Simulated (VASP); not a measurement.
Input of a VASP 6.6.1 run:

POSCAR

```
BAs
1.0
    2.9176650018      0.0000000000      0.0000000000
    0.0000000000      2.9176650018      0.0000000000
    0.0000000000      0.0000000000      2.9176650018
B As
1 1
Direct
    0.0000000000      0.0000000000      0.0000000000
    0.5000000000      0.5000000000      0.5000000000
```

INCAR.step1

```
SYSTEM = BAs
PREC = Accurate ; ENCUT = 520
ISMEAR = -1 ; SIGMA = 0.03
LREAL = .False. ; LASPH = .True.
NELM = 80 ; NBANDS = 11
GGA = PE ; ALGO = Normal
EDIFF = 1E-4 ; LWAVE = .True.
LCHARG = .False.
```

The input INCAR.step2:

```
SYSTEM = BAs
PREC = Accurate ; ENCUT = 520
EDIFF = 1E-6 ; ISMEAR = -1
SIGMA = 0.03 ; LREAL = .False.
LASPH = .True. ; NELM = 80
ALGO = Normal ; ISIF = 2
LWAVE = .False. ; LCHARG = .False.
METAGGA = R2SCAN ; LMIXTAU = .True.
LUSE_VDW = .True. ; IVDW_NL = 2
BPARAM = 11.95 ; CPARAM = 0.0093
NBANDS = 11 ; ISTART = 1
```

File KPOINTS:

```
regular mesh
0
Gamma
  10 10 10
  0 0 0
```

Potentials or basis: VASP PAW PBE potentials, release 64 (B, As).

The run is started by

```bash
$ cat potpaw_PBE.64/B/POTCAR potpaw_PBE.64/As/POTCAR > POTCAR
$ cp INCAR.step1 INCAR
$ mpirun -np 1 vasp_std > vasp.out
$ cp INCAR.step2 INCAR
$ mpirun -np 1 vasp_std > vasp.out
```

Task: Predict the band gap on the k mesh.

Result: Zero (band 4 reaches 10.40 eV, above the bottom of band 5 at 4.49 eV).

Task: What does it give for the pressure?

Result: 0.8 GPa.

Caveat: the PAW data sets were made with another functional, which shifts forces and pressure a little.
